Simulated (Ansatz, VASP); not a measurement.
**AlAs in VASP and in Ansatz**

The input INCAR:

```
PREC     = Accurate       # precision mode
ENCUT    = 520            # plane-wave cutoff, eV
EDIFF    = 1E-6           # SCF threshold, eV
ISMEAR   = 0              # smearing method
SIGMA    = 0.05           # smearing width, eV
LREAL    = Auto         
LASPH    = True           # aspherical terms in the spheres
NELM     = 100            # most SCF steps
ALGO     = Normal         # electronic algorithm
ISIF     = 2              # what is computed and relaxed
LWAVE    = False          # write WAVECAR
LCHARG   = False          # write CHGCAR
LDIPOL   = True         
IDIPOL   = 3            
DIPOL    = 0.5 0.5 0.459
GGA      = PE             # functional
IVDW     = 12             # dispersion correction
NBANDS   = 46             # bands
```

KPOINTS

```
regular mesh
0
Gamma
  2 3 1
```

Contents of POSCAR:

```
AlAs
1.0
    8.0103882437      0.0000000000      0.0000000000
    0.0000000000      5.6641998470      0.0000000000
    0.0000000000      0.0000000000     24.0077911828
Al As
8 8
Direct
    0.2500000000      0.5000000000      0.3332251575
    0.7500000000      0.5000000000      0.3332251575
    0.5000000000      0.0000000000      0.4166396227
    0.0000000000      0.0000000000      0.4166396227
    0.7543520884      0.5164588291      0.5074759853
    0.2455034484      0.4837162282      0.4977350241
    0.0102224980      0.0257034656      0.5847247933
    0.5128399924     -0.0873237559      0.5695336251
    0.5000000000      0.2500000000      0.3332251575
    0.0000000000      0.2500000000      0.3332251575
    0.7500000000      0.7500000000      0.4166396227
    0.2500000000      0.7500000000      0.4166396227
   -0.0061610487      0.2479160034      0.4983801826
    0.5022360425      0.2466754107      0.5043586944
    0.2380494479      0.7167258245      0.5840432000
    0.7704727128      0.7385967028      0.5983043853
```

Input for Ansatz:

```yaml
crystal:
  lattice:
    - [8.0103882437, 0.0, 0.0]
    - [0.0, 5.664199847, 0.0]
    - [0.0, 0.0, 24.0077911828]
  atoms:
    - { symbol: Al, position: [0.25, 0.5, 0.3332251575] }
    - { symbol: Al, position: [0.75, 0.5, 0.3332251575] }
    - { symbol: As, position: [0.5, 0.25, 0.3332251575] }
    - { symbol: As, position: [0.0, 0.25, 0.3332251575] }
    - { symbol: Al, position: [0.5, 0.0, 0.4166396227] }
    - { symbol: Al, position: [0.0, 0.0, 0.4166396227] }
    - { symbol: As, position: [0.75, 0.75, 0.4166396227] }
    - { symbol: As, position: [0.25, 0.75, 0.4166396227] }
    - { symbol: Al, position: [0.7543520884, 0.5164588291, 0.5074759853] }
    - { symbol: Al, position: [0.2455034484, 0.4837162282, 0.4977350241] }
    - { symbol: As, position: [-0.0061610487, 0.2479160034, 0.4983801826] }
    - { symbol: As, position: [0.5022360425, 0.2466754107, 0.5043586944] }
    - { symbol: Al, position: [0.010222498, 0.0257034656, 0.5847247933] }
    - { symbol: Al, position: [0.5128399924, -0.0873237559, 0.5695336251] }
    - { symbol: As, position: [0.2380494479, 0.7167258245, 0.5840432] }
    - { symbol: As, position: [0.7704727128, 0.7385967028, 0.5983043853] }
basis:
  ecutwfc: 420
kpoints:
  mp_grid: { grid: [2, 3, 1] }
hamiltonian:
  xc: pbe
  dispersion: d3bj
scf:
  occupations: { method: gaussian, width: 0.05 }
output:
  forces: true
  eigenvalues: true
  write_density: true
  volumetric_format: npy
efield:
  axis: 3
  dipole_correction: true
  ramp_width: 0.04
```

Alike in both runs: task single point; functional PBE; dispersion D3(BJ); k mesh 2 × 3 × 1; occupations gaussian, width 0.05 eV; no spin polarisation.

|  | VASP | Ansatz |
| --- | --- | --- |
| version | VASP 6.6.1 | Ansatz 0.2.0 |
| potentials or method | VASP PAW PBE potentials, release 64 (Al, As), cutoff 520 eV | scalar-relativistic, plane waves, PAW |
| valence electrons in the cell | 64 | 144 |

|  | VASP | Ansatz | Ansatz less VASP |
| --- | --- | --- | --- |
| gap on the k mesh at the Fermi level (eV) | 0.71 | 0.71 | +0.005 |
| least direct gap on the mesh (eV) | 0.71 | 0.71 | +0.005 |
| rms of the force components (eV/Å) | 0.550 | 0.552 | +0.0012 |

VASP's potentials hold 64 valence electrons a cell and Ansatz's 144, so a difference there can come from the potentials and not from the codes.
